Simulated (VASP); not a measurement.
# SiGe (P6_3mc) in VASP: further runs

Runs on SiGe. Level: PBEsol. Tasks: single point.

Program: VASP 6.6.1. These are calculated values, not measurements. Logs are shortened: lines on timing, memory, paths and dates and some standing lists are left out, and cuts for length are marked.

### Step 1. The cell of the first run

The structure is hexagonal, space group P6_3mc (No. 186). Conventional cell: a = 3.901 Å, b = 3.901 Å, c = 6.186 Å, α = 90.00°, β = 90.00°, γ = 120.00°. Si (site symmetry 3m) has 4 Ge at 2.31 to 2.38 Å within 3.1 Å. Ge (site symmetry 3m) has 4 Si at 2.31 to 2.38 Å within 3.1 Å.

### Step 2. Single point, PBEsol (strain +0.000 along x and y, -0.040 along z)

The input, INCAR:

```
SYSTEM = SiGe
PREC     = Accurate       ! precision mode
ENCUT    = 520            ! plane-wave cutoff, eV
EDIFF    = 1E-7           ! SCF threshold, eV
ISMEAR   = 0              ! smearing method
SIGMA    = 0.03           ! smearing width, eV
LREAL    = .FALSE.        ! projectors in reciprocal space
LASPH    = .TRUE.         ! aspherical terms in the spheres
NELM     = 100            ! most SCF steps
ALGO     = Normal         ! electronic algorithm
ISIF     = 2              ! what is computed and relaxed
LWAVE    = .FALSE.        ! write WAVECAR
LCHARG   = .TRUE.         ! write CHGCAR
GGA      = PS             ! functional
LELF     = .TRUE.         ! ELF
LVHAR    = .TRUE.       
NBANDS   = 26             ! bands
```

The input, KPOINTS:

```
regular mesh
0
G
  12 12 6
  0 0 0
```

The input, POSCAR:

```
SiGe
1.0
    3.9005968916      0.0000000000      0.0000000000
   -1.9502984458      3.3780159980      0.0000000000
    0.0000000000      0.0000000000      6.1856570766
Si Ge
2 2
Direct
    0.6666666667      0.3333333333      0.8745463420
    0.3333333333      0.6666666667      0.3745463420
    0.6666666667      0.3333333333      0.5004526580
    0.3333333333      0.6666666667      0.0004526580
```

Potentials or basis: VASP PAW PBE potentials, release 64 (Si, Ge_d).

Launch:

```sh
> cat potpaw_PBE.64/Si/POTCAR potpaw_PBE.64/Ge_d/POTCAR > POTCAR
> mpirun -np 1 vasp_std > vasp.out
```

OUTCAR:

```text
SYSTEM = SiGe
   PREC = Accurate
   ENCUT = 520
   EDIFF = 1E-7
   ISMEAR = 0
   LREAL = .FALSE.
   LASPH = .TRUE.
   NELM = 100
   ISIF = 2
   GGA = PS

 ion  position               nearest neighbor table
   1  0.667  0.333  0.875-   3 2.31   4 2.38   4 2.38   4 2.38
   2  0.333  0.667  0.375-   4 2.31   3 2.38   3 2.38   3 2.38
   3  0.667  0.333  0.500-   1 2.31   2 2.38   2 2.38   2 2.38
   4  0.333  0.667  0.000-   2 2.31   1 2.38   1 2.38   1 2.38

  LATTYP: Found a hexagonal cell.
 ALAT       =     3.9005968916
 C/A-ratio  =     1.5858232082

  Lattice vectors:

 A1 = (   3.9005968916,   0.0000000000,   0.0000000000)
 A2 = (  -1.9502984458,   3.3780159980,   0.0000000000)
 A3 = (   0.0000000000,   0.0000000000,   6.1856570766)

Analysis of symmetry for initial positions (statically):
=====================================================================
 Subroutine PRICEL returns:
 Original cell was already a primitive cell.

 Routine SETGRP: Setting up the symmetry group for a
 hexagonal supercell.

 Subroutine GETGRP returns: Found 12 space group operations
 (whereof  6 operations were pure point group operations)
 out of a pool of 24 trial point group operations.

The static configuration has the point symmetry C_3v.
 The point group associated with its full space group is C_6v.

Analysis of symmetry for dynamics (positions and initial velocities):
=====================================================================
 Subroutine PRICEL returns:
 Original cell was already a primitive cell.

 Routine SETGRP: Setting up the symmetry group for a
 hexagonal supercell.

 Subroutine GETGRP returns: Found 12 space group operations
 (whereof  6 operations were pure point group operations)
 out of a pool of 24 trial point group operations.

The dynamic configuration has the point symmetry C_3v.
 The point group associated with its full space group is C_6v.

 Subroutine INISYM returns: Found 12 space group operations
 (whereof  6 operations are pure point group operations),
 and found     1 'primitive' translations

----------------------------------------------------------------------------------------

                                     Primitive cell

  volume of cell :      81.5039

  direct lattice vectors                    reciprocal lattice vectors
     3.900596892  0.000000000  0.000000000     0.256371019  0.148015877  0.000000000
    -1.950298446  3.378015998  0.000000000     0.000000000  0.296031754  0.000000000
     0.000000000  0.000000000  6.185657077     0.000000000  0.000000000  0.161664313

  length of vectors
     3.900596892  3.900596892  6.185657077     0.296031754  0.296031754  0.161664313

  position of ions in fractional coordinates (direct lattice)
     0.666666667  0.333333333  0.874546342
     0.333333333  0.666666667  0.374546342
     0.666666667  0.333333333  0.500452658
     0.333333333  0.666666667  0.000452658

  ion indices of the primitive-cell ions
   primitive index   ion index
                 1           1
                 2           2
                 3           3
                 4           4

----------------------------------------------------------------------------------------

 KPOINTS: regular mesh

Automatic generation of k-mesh.
 Grid dimensions read from file:
 generate k-points for:   12   12    6

 Generating k-lattice:

  Cartesian coordinates                     Fractional coordinates (reciprocal lattice)
     0.021364252  0.012334656  0.000000000     0.083333333  0.000000000  0.000000000
     0.000000000  0.024669313  0.000000000     0.000000000  0.083333333  0.000000000
     0.000000000  0.000000000  0.026944052     0.000000000  0.000000000  0.166666667

  Length of vectors
     0.024669313  0.024669313  0.026944052

  Shift w.r.t. Gamma in fractional coordinates (k-lattice)
     0.000000000  0.000000000  0.000000000

 Subroutine IBZKPT returns following result:
 ===========================================

 Found     76 irreducible k-points:

 Following reciprocal coordinates:
            Coordinates               Weight
  0.000000  0.000000  0.000000      1.000000
  0.083333  0.000000  0.000000      6.000000
  0.166667 -0.000000  0.000000      6.000000
  0.250000 -0.000000  0.000000      6.000000
  0.333333  0.000000  0.000000      6.000000
  0.416667  0.000000  0.000000      6.000000
[... 16 lines left out ...]
  0.250000 -0.000000  0.166667     12.000000
  0.333333  0.000000  0.166667     12.000000
 [... further k-points ...]
   k-points           NKPTS =     76   k-points in BZ     NKDIM =     76   number of bands    NBANDS=     26
   number of dos      NEDOS =    301   number of ions     NIONS =      4
   total plane-waves  NPLWV =  43200
   dimension x,y,z NGX =    30 NGY =   30 NGZ =   48
   dimension x,y,z NGXF=    60 NGYF=   60 NGZF=   96
   ions per type =               2   2
   NGX,Y,Z   is equivalent  to a cutoff of  12.79, 12.79, 12.90 a.u.
[... 59 lines left out ...]

 E-fermi :   6.0353     XC(G=0): -10.0542

 val. band max:        6.0006040703   @ k =   0.0000   0.0000   0.0000
 cond. band min:       6.0718362616   @ k =   0.0000   0.0000   0.0000
 fundamental gap:      0.0712321912
 Fermi energy:         6.0353387256

 k-point     1 :       0.0000    0.0000    0.0000
  band No.  band energies     occupation
      1     -18.5844      2.00000
      2     -18.5832      2.00000
      3     -18.5755      2.00000
      4     -18.5755      2.00000
      5     -18.5720      2.00000
      6     -18.5720      2.00000
[... 18 lines left out ...]
     25      10.3424      0.00000
     26      12.2778      0.00000

 k-point     2 :       0.0833    0.0000    0.0000
  band No.  band energies     occupation
      1     -18.5843      2.00000
      2     -18.5829      2.00000
      3     -18.5756      2.00000
      4     -18.5751      2.00000
      5     -18.5719      2.00000
      6     -18.5715      2.00000
[... 18 lines left out ...]
     25      10.6573      0.00000
     26      11.7144      0.00000

 k-point     3 :       0.1667   -0.0000    0.0000
  band No.  band energies     occupation
      1     -18.5843      2.00000
      2     -18.5820      2.00000
      3     -18.5758      2.00000
      4     -18.5740      2.00000
      5     -18.5715      2.00000
      6     -18.5701      2.00000
[... 18 lines left out ...]
     25      11.2461      0.00000
     26      11.4799      0.00000

 k-point     4 :       0.2500   -0.0000    0.0000
  band No.  band energies     occupation
      1     -18.5847      2.00000
      2     -18.5809      2.00000
      3     -18.5760      2.00000
      4     -18.5726      2.00000
      5     -18.5706      2.00000
      6     -18.5683      2.00000
[... 18 lines left out ...]
     25      12.3320      0.00000
     26      12.6179      0.00000

 k-point     5 :       0.3333    0.0000    0.0000
  band No.  band energies     occupation
      1     -18.5854      2.00000
      2     -18.5798      2.00000
      3     -18.5762      2.00000
      4     -18.5715      2.00000
      5     -18.5695      2.00000
      6     -18.5665      2.00000
[... 18 lines left out ...]
     25      12.8485      0.00000
     26      13.3043      0.00000

 k-point     6 :       0.4167    0.0000    0.0000
  band No.  band energies     occupation
      1     -18.5861      2.00000
      2     -18.5792      2.00000
      3     -18.5763      2.00000
      4     -18.5707      2.00000
      5     -18.5685      2.00000
      6     -18.5653      2.00000
[... 427 lines left out ...]
 k-point    21 :       0.0833    0.0000    0.1667
  band No.  band energies     occupation
      1     -18.5842      2.00000
      2     -18.5830      2.00000
      3     -18.5754      2.00000
      4     -18.5749      2.00000
      5     -18.5722      2.00000
      6     -18.5717      2.00000
[... 18 lines left out ...]
     25      10.4065      0.00000
     26      12.0951      0.00000

 k-point    22 :       0.1667   -0.0000    0.1667
  band No.  band energies     occupation
      1     -18.5842      2.00000
      2     -18.5823      2.00000
      3     -18.5755      2.00000
      4     -18.5737      2.00000
      5     -18.5718      2.00000
      6     -18.5704      2.00000
[... 18 lines left out ...]
     25      11.2192      0.00000
     26      11.6506      0.00000

 k-point    23 :       0.2500   -0.0000    0.1667
  band No.  band energies     occupation
      1     -18.5845      2.00000
      2     -18.5814      2.00000
      3     -18.5755      2.00000
      4     -18.5723      2.00000
      5     -18.5710      2.00000
      6     -18.5686      2.00000
[... 18 lines left out ...]
     25      12.2936      0.00000
     26      12.3213      0.00000

 k-point    24 :       0.3333    0.0000    0.1667
  band No.  band energies     occupation
      1     -18.5852      2.00000
      2     -18.5808      2.00000
      3     -18.5753      2.00000
      4     -18.5711      2.00000
      5     -18.5699      2.00000
      6     -18.5668      2.00000
[... 18 lines left out ...]
     25      12.9687      0.00000
     26      13.3663      0.00000

 [... further k-points ...]
[... 5 lines left out ...]
  --------------------------------------------------------------------------------------
  -------------------------------------------------------------------------------------
  Total        0.2686260      0.2686260      5.4007942      0.0000000     -0.0000000     -0.0000000
  in kB        5.2805606      5.2805606    106.1670137      0.0000000     -0.0000000     -0.0000000
  external PRESSURE =      38.9093783 kB  Pullay stress =       0.0000000 kB

 VOLUME and BASIS-vectors are now :
 -----------------------------------------------------------------------------
  energy-cutoff  :      520.00
  volume of cell :       81.50
      direct lattice vectors                 reciprocal lattice vectors
     3.900596892  0.000000000  0.000000000     0.256371019  0.148015877  0.000000000
    -1.950298446  3.378015998  0.000000000     0.000000000  0.296031754  0.000000000
     0.000000000  0.000000000  6.185657077     0.000000000  0.000000000  0.161664313

 POSITION                                       TOTAL-FORCE (eV/Angst)
 -----------------------------------------------------------------------------------
      1.95030      1.12601      5.40964        -0.000000     -0.000000      0.529235
     -0.00000      2.25201      2.31682         0.000000      0.000000      0.529235
      1.95030      1.12601      3.09563         0.000000     -0.000000     -0.529235
     -0.00000      2.25201      0.00280        -0.000000      0.000000     -0.529235
 -----------------------------------------------------------------------------------
    total drift:                                0.000000      0.000000     -0.001240

  FREE ENERGIE OF THE ION-ELECTRON SYSTEM (eV)
  ---------------------------------------------------
  free  energy   TOTEN  =       -21.1554391690 eV

  energy  without entropy=      -21.1554174396  energy(sigma->0) =      -21.15542830
```

It took 2 min on 1 thread of Intel Xeon 6975P-C, shared host; peak memory 0.28 GiB.

What came out:

* Free energy: -21.1554 eV
* Pressure: 3.9 GPa
* Largest force: 0.529 eV/Å
* Band gap on the k mesh: 0.07 eV, direct

Forces in eV/Å, atoms in the order of the input:
```
Si   0.000  0.000  0.529
Si   0.000  0.000  0.529
Ge   0.000  0.000 -0.529
Ge   0.000  0.000 -0.529
```

Stress tensor (GPa, compression positive):
```
 0.53  0.00  0.00
 0.00  0.53  0.00
 0.00  0.00 10.62
```

Levels at points of the mesh, in eV from the valence-band top:
```
           k point  band 15  band 16  band 17  band 18  band 19  band 20  band 21  band 22
(0.00, 0.00, 0.00)    -1.90    -0.31     0.00     0.00     0.07     1.76     1.76     2.09
(0.50, 0.00, 0.00)    -5.07    -3.49    -3.28    -1.52     0.08     2.12     3.10     3.24
(0.00, 0.00, 0.50)    -1.18    -1.18    -1.18    -1.18     1.01     1.01     2.94     2.94
(0.50, 0.00, 0.50)    -2.73    -2.73    -2.59    -2.59     0.63     0.63     1.86     1.86
```

Caveat: the cell differs from its parent crystal (strain +0.000 along x and y, -0.040 along z); the PAW data sets were made with another functional, which shifts forces and pressure a little.

### Step 3. Single point, PBEsol (strain +0.000 along x and y, +0.040 along z)

The input, INCAR:

```
SYSTEM = SiGe
ALGO = Normal ; EDIFF = 1E-7
ENCUT = 520 ; GGA = PS
ISIF = 2 ; ISMEAR = 0
LASPH = .TRUE. ; LCHARG = .FALSE.
LREAL = .FALSE. ; LWAVE = .FALSE.
NBANDS = 26 ; NELM = 100
PREC = Accurate ; SIGMA = 0.03
```

The input, KPOINTS:

```
k-points
0
G
  12 12 6
  0 0 0
```

Changes to POSCAR since step 2:

```diff
@@ -4,3 +4,3 @@
    -1.9502984458      3.3780159980      0.0000000000
-    0.0000000000      0.0000000000      6.1856570766
+    0.0000000000      0.0000000000      6.7011284996
 Si Ge
```

Potentials or basis: VASP PAW PBE potentials, release 64 (Si, Ge_d).

Launch:

```sh
> cat potpaw_PBE.64/Si/POTCAR potpaw_PBE.64/Ge_d/POTCAR > POTCAR
> mpirun -np 1 vasp_std > vasp.out
```

Run time: 1.9 min. Hardware: 1 thread of Intel Xeon 6975P-C, shared host; peak memory 0.29 GiB.

The run converged. Its results:

```
Free energy            : -21.1794 eV
Pressure               : -2.8 GPa
Largest force          : 0.265 eV/Å
Band gap on the k mesh : 0.31 eV, indirect (least direct gap 0.69 eV)
```

Forces in eV/Å, atoms in the order of the input:
```
Si   0.000  0.000 -0.265
Si   0.000  0.000 -0.265
Ge   0.000  0.000  0.265
Ge   0.000  0.000  0.265
```

Stress tensor (GPa, compression positive):
```
-0.49  0.00  0.00
 0.00 -0.49  0.00
 0.00  0.00 -7.29
```

Levels at points of the mesh, in eV from the valence-band top:
```tsv
k point	band 14	band 15	band 16	band 17	band 18	band 19	band 20	band 21	band 22	band 23
(0.00, 0.00, 0.00)	-1.32	-1.32	-0.36	0.00	0.00	0.69	0.78	2.26	2.26	2.52
(0.50, 0.00, 0.00)	-6.46	-4.52	-2.92	-2.83	-1.54	0.57	1.77	3.11	3.49	3.61
(0.00, 0.00, 0.50)	-4.63	-0.79	-0.79	-0.79	-0.79	1.38	1.38	3.18	3.18	3.18
(0.50, 0.00, 0.50)	-7.47	-2.61	-2.61	-2.36	-2.36	0.54	0.54	1.75	1.75	5.68
```

Caveat: the cell differs from its parent crystal (strain +0.000 along x and y, +0.040 along z); the PAW data sets were made with another functional, which shifts forces and pressure a little.

### Step 4. Single point, PBEsol (strain +0.000 along x and y, +0.080 along z)

The input, INCAR:

```
SYSTEM = SiGe
PREC = Accurate
ENCUT = 520
EDIFF = 1E-7
ISMEAR = 0
SIGMA = 0.03
LREAL = .False.
LASPH = .True.
NELM = 80
ALGO = Normal
ISIF = 2
LWAVE = .False.
LCHARG = .True.
GGA = PS
LELF = .True.
LVHAR = .True.
NBANDS = 26
```

The input, KPOINTS:

```
Automatic mesh
0
Gamma
  12 12 6
  0 0 0
```

Changes to POSCAR since step 3:

```diff
@@ -4,3 +4,3 @@
    -1.9502984458      3.3780159980      0.0000000000
-    0.0000000000      0.0000000000      6.7011284996
+    0.0000000000      0.0000000000      6.9588642111
 Si Ge
```

Launch:

```sh
> cat potpaw_PBE.64/Si/POTCAR potpaw_PBE.64/Ge_d/POTCAR > POTCAR
> mpirun -np 1 vasp_std > vasp.out
```

Wall time 2.3 min (1 thread of Intel Xeon 6975P-C, shared host); peak memory 0.3 GiB.

The run converged. Its results:

| Quantity | Value |
| --- | --- |
| Free energy | -20.9706 eV |
| Pressure | -4.6 GPa |
| Largest force | 0.340 eV/Å |
| Band gap on the k mesh | 0.10 eV, direct |

Forces on the atoms (eV/Å):
```
Si   0.000  0.000 -0.340
Si   0.000  0.000 -0.340
Ge   0.000  0.000  0.340
Ge   0.000  0.000  0.340
```

Stress tensor (GPa, compression positive):
```
 -0.88   0.00   0.00
  0.00  -0.88   0.00
  0.00   0.00 -12.12
```

Levels at points of the mesh, in eV from the valence-band top:
```
           k point  band 14  band 15  band 16  band 17  band 18  band 19  band 20  band 21  band 22  band 23
(0.00, 0.00, 0.00)    -1.11    -1.11    -0.43     0.00     0.00     0.10     0.92     2.44     2.45     2.45
(0.50, 0.00, 0.00)    -6.51    -4.29    -2.71    -2.64    -1.55     0.75     1.50     3.02     3.17     3.64
(0.00, 0.00, 0.50)    -4.67    -0.65    -0.65    -0.65    -0.65     1.51     1.51     3.26     3.26     3.26
(0.50, 0.00, 0.50)    -7.36    -2.61    -2.61    -2.22    -2.22     0.43     0.43     1.77     1.77     5.58
```

Caveat: the cell differs from its parent crystal (strain +0.000 along x and y, +0.080 along z); the PAW data sets were made with another functional, which shifts forces and pressure a little.

### Step 5. Single point, PBEsol (strain +0.080 along x and y, +0.080 along z)

The input, INCAR:

```
ALGO = Normal ; EDIFF = 1E-6
ENCUT = 520 ; GGA = PS
ISIF = 2 ; ISMEAR = 0
LASPH = True ; LCHARG = False
LREAL = False ; LWAVE = False
NBANDS = 26 ; NELM = 80
PREC = Accurate ; SIGMA = 0.03
```

The input, KPOINTS:

```
k-points
0
Gamma
  12 12 6
```

Changes to POSCAR since step 4:

```diff
@@ -2,4 +2,4 @@
 1.0
-    3.9005968916      0.0000000000      0.0000000000
-   -1.9502984458      3.3780159980      0.0000000000
+    4.2126446429      0.0000000000      0.0000000000
+   -2.1063223214      3.6482572779      0.0000000000
     0.0000000000      0.0000000000      6.9588642111
```

Launch:

```sh
> cat potpaw_PBE.64/Si/POTCAR potpaw_PBE.64/Ge_d/POTCAR > POTCAR
> mpirun -np 1 vasp_std > vasp.out
```

It took 2.3 min on 1 thread of Intel Xeon 6975P-C, shared host; peak memory 0.33 GiB.

Results (log left out):

```yaml
Free_energy: -20.3262 eV
Pressure: -10.9 GPa
Largest_force: 0.062 eV/Å
Band_gap_on_the_k_mesh: 0.03 eV, indirect (least direct gap 0.04 eV)
```

Forces in eV/Å, atoms in the order of the input:
```
Si   0.000  0.000  0.062
Si   0.000  0.000  0.062
Ge   0.000  0.000 -0.062
Ge   0.000  0.000 -0.062
```

Stress tensor (GPa, compression positive):
```
-10.85   0.00   0.00
  0.00 -10.85   0.00
  0.00   0.00 -10.93
```

Levels at points of the mesh, in eV from the valence-band top:
| k point | band 14 | band 15 | band 16 | band 17 | band 18 | band 19 | band 20 | band 21 | band 22 | band 23 |
| --- | --- | --- | --- | --- | --- | --- | --- | --- | --- | --- |
| (0.00, 0.00, 0.00) | -1.11 | -1.11 | -0.46 | -0.10 | -0.04 | 0.12 | 0.12 | 2.19 | 2.19 | 2.55 |
| (0.50, 0.00, 0.00) | -5.78 | -3.60 | -2.35 | -2.13 | -1.08 | 0.74 | 1.46 | 3.36 | 3.41 | 3.84 |
| (0.00, 0.00, 0.50) | -4.14 | -0.62 | -0.62 | -0.62 | -0.62 | 0.61 | 0.61 | 3.08 | 3.08 | 3.08 |
| (0.50, 0.00, 0.50) | -6.67 | -1.97 | -1.97 | -1.83 | -1.83 | 0.61 | 0.61 | 2.14 | 2.14 | 5.34 |

Caveat: the cell differs from its parent crystal (strain +0.080 along x and y, +0.080 along z); the PAW data sets were made with another functional, which shifts forces and pressure a little.

### Step 6. Overview

| cell | gap on the mesh (eV) | pressure (GPa) | largest force (eV/Å) |
| --- | --- | --- | --- |
| a = 3.901, b = 3.901, c = 6.186 Å, angles 90.0, 90.0, 120.0°, 4 atoms | 0.07 | 3.9 | 0.53 |
| a = 3.901, b = 3.901, c = 6.701 Å, angles 90.0, 90.0, 120.0°, 4 atoms | 0.31 | -2.8 | 0.26 |
| a = 3.901, b = 3.901, c = 6.959 Å, angles 90.0, 90.0, 120.0°, 4 atoms | 0.10 | -4.6 | 0.34 |
| a = 4.213, b = 4.213, c = 6.959 Å, angles 90.0, 90.0, 120.0°, 4 atoms | 0.03 | -10.9 | 0.06 |

Alike in all rows: task single point; level PBEsol; potentials or basis VASP PAW PBE potentials, release 64 (Si, Ge_d); no spin polarisation; k mesh 12 × 12 × 6; cutoff (eV) 520; smearing gaussian 0.03 eV.

Caveats: the PAW data sets were made with another functional, which shifts forces and pressure a little.

Total energies depend on the potentials used, so only differences within one code and one set of settings carry meaning.
